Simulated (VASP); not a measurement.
# W: single point with PBEsol

The system is W.

```
CELL_PARAMETERS angstrom
0.00000 2.15517 1.58254
2.15517 0.00000 1.58254
2.15517 2.15517 0.00000
ATOMIC_POSITIONS crystal
W 0.00000 0.00000 0.00000
```

This cell differs from its parent crystal: volume 14.701 Å^3 an atom, c/a of the conventional cell 0.7343.

* Program: VASP 6.6.1
* Task: single point
* Functional: PBEsol
* Potentials or basis: VASP PAW PBE potentials, release 64 (W_sv)
* Cutoff: 500 eV
* k mesh: 22 × 22 × 22
* Occupations: gaussian, width 0.15 eV
* Spin: no spin polarisation

| Property | Result |
| --- | --- |
| Pressure | 25.4 GPa |
| Band gap on the k mesh | zero (band 7 reaches 18.03 eV, above the bottom of band 8 at 11.27 eV) |

Stress tensor (GPa, compression positive):
```
29.83  0.00  0.00
 0.00 29.83  0.00
 0.00  0.00 16.40
```

Levels at points of the mesh, in eV from the Fermi level:
| k point | band 3 | band 4 | band 5 | band 6 | band 7 | band 8 | band 9 | band 10 | band 11 | band 12 |
| --- | --- | --- | --- | --- | --- | --- | --- | --- | --- | --- |
| (0.00, 0.00, 0.00) | -37.50 | -37.50 | -10.08 | -1.55 | -1.55 | -1.02 | 2.01 | 2.75 | 14.21 | 14.96 |
| (0.50, 0.00, 0.00) | -38.01 | -37.50 | -6.81 | -3.78 | 0.88 | 1.98 | 3.43 | 6.79 | 11.72 | 12.23 |
| (0.50, 0.50, 0.00) | -38.60 | -38.60 | -6.57 | -6.44 | 5.61 | 5.80 | 5.80 | 8.20 | 9.23 | 9.23 |
| (0.50, 0.00, 0.50) | -38.07 | -37.55 | -6.83 | -4.33 | 1.20 | 2.84 | 3.69 | 6.94 | 11.61 | 12.57 |

Run time: 80 s on 1 thread of Intel Xeon 6975P-C, with other jobs on the host, peak memory 0.25 GiB.

Caveat: the PAW data sets were made with another functional, which shifts forces and pressure a little; spin-orbit coupling is left out, which moves the levels of the heavy elements.
